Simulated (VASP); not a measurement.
# Ti2In (P6/mmm) in VASP: further runs

Runs on Ti2In. Level: PBE. Tasks: single point.

Program: VASP 6.6.1. These are calculated values, not measurements. Logs are shortened: lines on timing, memory, paths and dates and some standing lists are left out, and cuts for length are marked.

## Step 1: The cell of the first run

Symmetry: P6/mmm, No. 191, hexagonal system. The conventional cell has a = 4.225 Å, b = 4.225 Å, c = 3.131 Å, α = 90.00°, β = 90.00°, γ = 120.00°. Within 3.2 Å of Ti (site symmetry -6m2) lie 5 Ti at 2.44 to 3.13 Å and 6 In at 2.90 Å. In (site symmetry 6/mmm) has 12 Ti at 2.90 Å and 2 In at 3.13 Å within 3.8 Å.

## Step 2: Single point, PBE

INCAR reads:

```
SYSTEM = Ti2In
PREC     = Accurate       ! precision mode
ENCUT    = 520            ! plane-wave cutoff, eV
EDIFF    = 1E-6           ! SCF threshold, eV
ISMEAR   = 0              ! smearing method
SIGMA    = 0.1            ! smearing width, eV
LREAL    = .FALSE.        ! projectors in reciprocal space
LASPH    = .TRUE.         ! aspherical terms in the spheres
NELM     = 60             ! most SCF steps
ALGO     = Normal         ! electronic algorithm
ISIF     = 2              ! what is computed and relaxed
LWAVE    = .FALSE.        ! write WAVECAR
LCHARG   = .TRUE.         ! write CHGCAR
GGA      = PE             ! functional
LELF     = .TRUE.         ! ELF
LVHAR    = .TRUE.       
NBANDS   = 26             ! bands
```

KPOINTS reads:

```
Automatic mesh
0
G
  6 6 6
  0 0 0
```

POSCAR reads:

```
Ti2In
1.0
    4.2248369700      0.0000000000      0.0000000000
   -2.1124184800      3.6588161400      0.0000000000
    0.0000000000      0.0000000000      3.1312134700
Ti In
2 1
Direct
    0.3333333300      0.6666666700      0.5000000000
    0.6666666700      0.3333333300      0.5000000000
    0.0000000000      0.0000000000      0.0000000000
```

Potentials or basis: VASP PAW PBE potentials, release 64 (Ti_sv, In_d).

The run is started by

```bash
$ cat potpaw_PBE.64/Ti_sv/POTCAR potpaw_PBE.64/In_d/POTCAR > POTCAR
$ mpirun -np 1 vasp_std > vasp.out
```

OUTCAR:

```text
SYSTEM = Ti2In
   PREC = Accurate
   ENCUT = 520
   EDIFF = 1E-6
   ISMEAR = 0
   LREAL = .FALSE.
   LASPH = .TRUE.
   NELM = 60
   ISIF = 2
   GGA = PE

 ion  position               nearest neighbor table
   1  0.333  0.667  0.500-   2 2.44   2 2.44   2 2.44   3 2.90   3 2.90   3 2.90   3 2.90   3 2.90
                             3 2.90
   2  0.667  0.333  0.500-   1 2.44   1 2.44   1 2.44   3 2.90   3 2.90   3 2.90   3 2.90   3 2.90
                             3 2.90
   3  0.000  0.000  0.000-   1 2.90   2 2.90   1 2.90   2 2.90   1 2.90   1 2.90   2 2.90   2 2.90
                             2 2.90   2 2.90   1 2.90   1 2.90

  LATTYP: Found a hexagonal cell.
 ALAT       =     4.2248369700
 C/A-ratio  =     0.7411442127

  Lattice vectors:

 A1 = (   4.2248369700,   0.0000000000,   0.0000000000)
 A2 = (  -2.1124184800,   3.6588161400,   0.0000000000)
 A3 = (   0.0000000000,   0.0000000000,   3.1312134700)

Analysis of symmetry for initial positions (statically):
=====================================================================
 Subroutine PRICEL returns:
 Original cell was already a primitive cell.

 Routine SETGRP: Setting up the symmetry group for a
 hexagonal supercell.

 Subroutine GETGRP returns: Found 24 space group operations
 (whereof 24 operations were pure point group operations)
 out of a pool of 24 trial point group operations.

The static configuration has the point symmetry D_6h.

Analysis of symmetry for dynamics (positions and initial velocities):
=====================================================================
 Subroutine PRICEL returns:
 Original cell was already a primitive cell.

 Routine SETGRP: Setting up the symmetry group for a
 hexagonal supercell.

 Subroutine GETGRP returns: Found 24 space group operations
 (whereof 24 operations were pure point group operations)
 out of a pool of 24 trial point group operations.

The dynamic configuration has the point symmetry D_6h.

 Subroutine INISYM returns: Found 24 space group operations
 (whereof 24 operations are pure point group operations),
 and found     1 'primitive' translations

----------------------------------------------------------------------------------------

                                     Primitive cell

  volume of cell :      48.4020

  direct lattice vectors                    reciprocal lattice vectors
     4.224836970  0.000000000  0.000000000     0.236695524  0.136656224  0.000000000
    -2.112418480  3.658816140  0.000000000     0.000000000  0.273312449  0.000000000
     0.000000000  0.000000000  3.131213470     0.000000000  0.000000000  0.319365003

  length of vectors
     4.224836970  4.224836965  3.131213470     0.273312449  0.273312449  0.319365003

  position of ions in fractional coordinates (direct lattice)
     0.333333330  0.666666670  0.500000000
     0.666666670  0.333333330  0.500000000
     0.000000000  0.000000000  0.000000000

  ion indices of the primitive-cell ions
   primitive index   ion index
                 1           1
                 2           2
                 3           3

----------------------------------------------------------------------------------------

 KPOINTS: Automatic mesh

Automatic generation of k-mesh.
 Grid dimensions read from file:
 generate k-points for:    6    6    6

 Generating k-lattice:

  Cartesian coordinates                     Fractional coordinates (reciprocal lattice)
     0.039449254  0.022776037  0.000000000     0.166666667  0.000000000  0.000000000
     0.000000000  0.045552075  0.000000000     0.000000000  0.166666667  0.000000000
     0.000000000  0.000000000  0.053227501     0.000000000  0.000000000  0.166666667

  Length of vectors
     0.045552075  0.045552075  0.053227501

  Shift w.r.t. Gamma in fractional coordinates (k-lattice)
     0.000000000  0.000000000  0.000000000

 Subroutine IBZKPT returns following result:
 ===========================================

 Found     28 irreducible k-points:

 Following reciprocal coordinates:
            Coordinates               Weight
  0.000000  0.000000  0.000000      1.000000
  0.166667  0.000000  0.000000      6.000000
  0.333333  0.000000  0.000000      6.000000
  0.500000  0.000000  0.000000      3.000000
  0.166667  0.166667  0.000000      6.000000
  0.333333  0.166667  0.000000     12.000000
[... 16 lines left out ...]
  0.166667  0.000000  0.500000      6.000000
  0.333333  0.000000  0.500000      6.000000
 [... further k-points ...]
   k-points           NKPTS =     28   k-points in BZ     NKDIM =     28   number of bands    NBANDS=     26
   number of dos      NEDOS =    301   number of ions     NIONS =      3
   total plane-waves  NPLWV =  24576
   dimension x,y,z NGX =    32 NGY =   32 NGZ =   24
   dimension x,y,z NGXF=    64 NGYF=   64 NGZF=   48
   ions per type =               2   1
   NGX,Y,Z   is equivalent  to a cutoff of  12.59, 12.59, 12.74 a.u.
   NGXF,Y,Z  is equivalent  to a cutoff of  25.18, 25.18, 25.48 a.u.
 SYSTEM =  Ti2In
   PREC   = accura    normal or accurate (medium, high low for compatibility)
   ISTART =      0    job   : 0-new  1-cont  2-samecut
   ICHARG =      2    charge: 1-file 2-atom 10-const
   ISPIN  =      1    spin polarized calculation?
   LNONCOLLINEAR =      F non collinear calculations
   LSORBIT =      F    spin-orbit coupling
   LASPH  =      T    aspherical Exc in radial PAW
   ENCUT  =  520.0 eV  38.22 Ry    6.18 a.u.   7.86  7.86  5.82*2*pi/ulx,y,z
   NELM   =     60;   NELMIN=  2; NELMDL= -5     # of ELM steps
   EDIFF  = 0.1E-05   stopping-criterion for ELM
   LREAL  =      F    real-space projection
   EDIFFG = 0.1E-04   stopping-criterion for IOM
   NSW    =      0    number of steps for IOM
   IBRION =     -1    ionic relax: 0-MD 1-quasi-New 2-CG
   NFREE  =      0    steps in history (QN), initial steepest desc. (CG)
   ISIF   =      2    stress and relaxation
   ISYM   =      2    0-nonsym 1-usesym 2-fastsym
   POTIM  = 0.5000    time-step for ionic-motion
   TEBEG  =    0.0;   TEEND  =   0.0 temperature during run
   PSTRESS=    0.0 pullay stress
   NELECT =      37.0000    total number of electrons
   NUPDOWN=      -1.0000    fix difference up-down
   EMIN   =  10.00;   EMAX   =-10.00  energy-range for DOS
   EFERMI =   0.00;   METHOD = LEGACY
   ISMEAR =     0;   SIGMA  =   0.10  broadening in eV -4-tet -1-fermi 0-gaus
   EFERMI_NEDOS =   21; number of points for ismear=-14 and -15
   IALGO  =     38    algorithm
   IMIX   =      4    mixing-type and parameters
     AMIX     =   0.40;   BMIX     =  1.00
     AMIX_MAG =   1.60;   BMIX_MAG =  1.00
  volume/ion in A,a.u.               =      16.13       108.88
  Fermi-wavevector in a.u.,A,eV,Ry     =   1.496882  2.828697 30.485986  2.240657
  Thomas-Fermi vector in A             =   2.608842
   LORBIT       =      0    0 simple, 1 ext, 2 COOP (PROOUT), +10 PAW based schemes
   GGA     = PE    functional components
   LHFCALC =     F    Hartree Fock is set to
   AEXX    =    0.0000 exact exchange contribution
   IVDW    =     0    specifies the selected vdW correction
   LEPSILON=     F    determine dielectric tensor
   LRPA    =     F    only Hartree local field effects (RPA)
 non-spin polarized calculation
 Gauss-broadening in eV      SIGMA  =   0.10
  energy-cutoff  :      520.00
  volume of cell :       48.40
 maximum number of plane-waves:      1317
 NGX is ok and might be reduce to    32
   NGX = 15   NGY = 15   NGZ = 11

 number of electron      36.9999987 magnetization

 Free energy of the ion-electron system (eV)
  ---------------------------------------------------
  ext. energy  EPLUGINS =         0.00000000
  ---------------------------------------------------
  free energy    TOTEN  =       -17.23186970 eV

  energy without entropy =      -17.20211060  energy(sigma->0) =      -17.21699015

 E-fermi :  10.5792     XC(G=0): -12.1043

 val. band max:       10.5617344212   @ k =   0.1667   0.1667   0.3333
 cond. band min:      10.5917351557   @ k =   0.5000   0.0000   0.5000
 fundamental gap:      0.0300007345
 Fermi energy:        10.5791876754

 k-point     1 :       0.0000    0.0000    0.0000
  band No.  band energies     occupation
      1     -45.8396      2.00000
      2     -45.4276      2.00000
      3     -22.5008      2.00000
      4     -22.5008      2.00000
      5     -22.0421      2.00000
      6     -21.7532      2.00000
[... 18 lines left out ...]
     25      16.2358      0.00000
     26      16.9305      0.00000

 k-point     2 :       0.1667    0.0000    0.0000
  band No.  band energies     occupation
      1     -45.8159      2.00000
      2     -45.4526      2.00000
      3     -22.5280      2.00000
      4     -22.4540      2.00000
      5     -22.0255      2.00000
      6     -21.7705      2.00000
[... 18 lines left out ...]
     25      15.5747      0.00000
     26      15.5901      0.00000

 k-point     3 :       0.3333    0.0000    0.0000
  band No.  band energies     occupation
      1     -45.7544      2.00000
      2     -45.5167      2.00000
      3     -22.5781      2.00000
      4     -22.3446      2.00000
      5     -21.9824      2.00000
      6     -21.8149      2.00000
[... 18 lines left out ...]
     25      14.3936      0.00000
     26      14.8544      0.00000

 k-point     4 :       0.5000    0.0000    0.0000
  band No.  band energies     occupation
      1     -45.7047      2.00000
      2     -45.5677      2.00000
      3     -22.6015      2.00000
      4     -22.2757      2.00000
      5     -21.9477      2.00000
      6     -21.8502      2.00000
[... 18 lines left out ...]
     25      14.1191      0.00000
     26      14.6792      0.00000
[... 496 lines left out ...]
      1     -45.8201      2.00000
      2     -45.4120      2.00000
      3     -22.4730      2.00000
      4     -22.4730      2.00000
      5     -22.2593      2.00000
      6     -21.9128      2.00000
[... 18 lines left out ...]
     25      14.7324      0.00000
     26      18.2926      0.00000

 k-point    23 :       0.1667    0.0000    0.5000
  band No.  band energies     occupation
      1     -45.7967      2.00000
      2     -45.4367      2.00000
      3     -22.5007      2.00000
      4     -22.4275      2.00000
      5     -22.2383      2.00000
      6     -21.9335      2.00000
[... 18 lines left out ...]
     25      14.7037      0.00000
     26      16.3708      0.00000

 k-point    24 :       0.3333    0.0000    0.5000
  band No.  band energies     occupation
      1     -45.7359      2.00000
      2     -45.5003      2.00000
      3     -22.5520      2.00000
      4     -22.3178      2.00000
      5     -22.1847      2.00000
      6     -21.9868      2.00000
[... 18 lines left out ...]
     25      14.7016      0.00000
     26      14.8572      0.00000

 [... further k-points ...]
[... 5 lines left out ...]
  --------------------------------------------------------------------------------------
  -------------------------------------------------------------------------------------
  Total        8.5722514      8.5722514      0.2814246      0.0000000      0.0000000      0.0000000
  in kB      283.7541772    283.7541767      9.3155698      0.0000004      0.0000000      0.0000000
  external PRESSURE =     192.2746412 kB  Pullay stress =       0.0000000 kB

 VOLUME and BASIS-vectors are now :
 -----------------------------------------------------------------------------
  energy-cutoff  :      520.00
  volume of cell :       48.40
      direct lattice vectors                 reciprocal lattice vectors
     4.224836970  0.000000000  0.000000000     0.236695524  0.136656224  0.000000000
    -2.112418480  3.658816140  0.000000000     0.000000000  0.273312449  0.000000000
     0.000000000  0.000000000  3.131213470     0.000000000  0.000000000  0.319365003

 POSITION                                       TOTAL-FORCE (eV/Angst)
 -----------------------------------------------------------------------------------
     -0.00000      2.43921      1.56561        -0.000000      0.000000      0.000000
      2.11242      1.21961      1.56561         0.000000      0.000000      0.000000
      0.00000      0.00000      0.00000         0.000000      0.000000      0.000000
 -----------------------------------------------------------------------------------
    total drift:                               -0.000000      0.000000     -0.000000

  FREE ENERGIE OF THE ION-ELECTRON SYSTEM (eV)
  ---------------------------------------------------
  free  energy   TOTEN  =       -17.2318697036 eV

  energy  without entropy=      -17.2021106046  energy(sigma->0) =      -17.21699015
```

Run time: 13 s. Hardware: 1 thread of Intel Xeon 6975P-C (Granite Rapids), shared host; peak memory 0.18 GiB.

What came out:

```yaml
Free_energy: -17.2319 eV
Pressure: 19.2 GPa
```

Caveat: spin-orbit coupling is left out, which moves the levels of the heavy elements.

## Step 3: Single point, PBE

This run uses another cell than the first one, of 18.44 Å³/atom, 1.143 times its volume.

INCAR reads:

```
PREC = Accurate ; ENCUT = 520
EDIFF = 1E-7 ; ISMEAR = 0
SIGMA = 0.1 ; LREAL = F
LASPH = T ; NELM = 60
ALGO = Normal ; ISIF = 2
LWAVE = F ; LCHARG = F
GGA = PE ; NBANDS = 26
```

KPOINTS reads:

```
Automatic mesh
0
Gamma
  6 6 6
```

POSCAR reads:

```
Ti2In
1.0
    4.7310691665     -0.0000000032      0.0000000000
   -2.3655345805      4.0972260869      0.0000000000
    0.0000000000      0.0000000000      2.8543841317
Ti In
2 1
Direct
    0.3333333333      0.6666666667      0.5000000000
    0.6666666667      0.3333333333      0.5000000000
    0.0000000000      0.0000000000      0.0000000000
```

Potentials or basis: VASP PAW PBE potentials, release 64 (Ti_sv, In_d).

The run is started by

```bash
$ cat potpaw_PBE.64/Ti_sv/POTCAR potpaw_PBE.64/In_d/POTCAR > POTCAR
$ mpirun -np 1 vasp_std > vasp.out
```

Wall time 16 s (1 thread of Intel Xeon 6975P-C (Granite Rapids), shared host); peak memory 0.19 GiB.

Results (log left out):

```yaml
Free_energy: -18.1734 eV
Pressure: 0.1 GPa
```

Stress tensor (GPa, compression positive):
```
0.08 0.00 0.00
0.00 0.08 0.00
0.00 0.00 0.01
```

Levels at points of the mesh, in eV from the Fermi level:
| k point | band 14 | band 15 | band 16 | band 17 | band 18 | band 19 | band 20 | band 21 | band 22 | band 23 |
| --- | --- | --- | --- | --- | --- | --- | --- | --- | --- | --- |
| (0.00, 0.00, 0.00) | -8.61 | -2.12 | -2.12 | -1.15 | -0.20 | 0.15 | 0.15 | 1.90 | 1.90 | 2.79 |
| (0.50, 0.00, 0.00) | -7.30 | -4.71 | -1.57 | -1.54 | -0.48 | -0.25 | -0.16 | 1.78 | 1.92 | 2.22 |
| (0.00, 0.00, 0.50) | -3.99 | -3.57 | -0.96 | -0.96 | 0.19 | 0.19 | 0.80 | 0.80 | 1.09 | 1.09 |
| (0.50, 0.00, 0.50) | -3.70 | -2.76 | -2.14 | -1.52 | -0.25 | 0.05 | 0.26 | 1.69 | 2.56 | 2.71 |

Caveat: the k points lie up to 0.37 Å⁻¹ apart; spin-orbit coupling is left out, which moves the levels of the heavy elements.

(Part 1 of 2 ends here.)
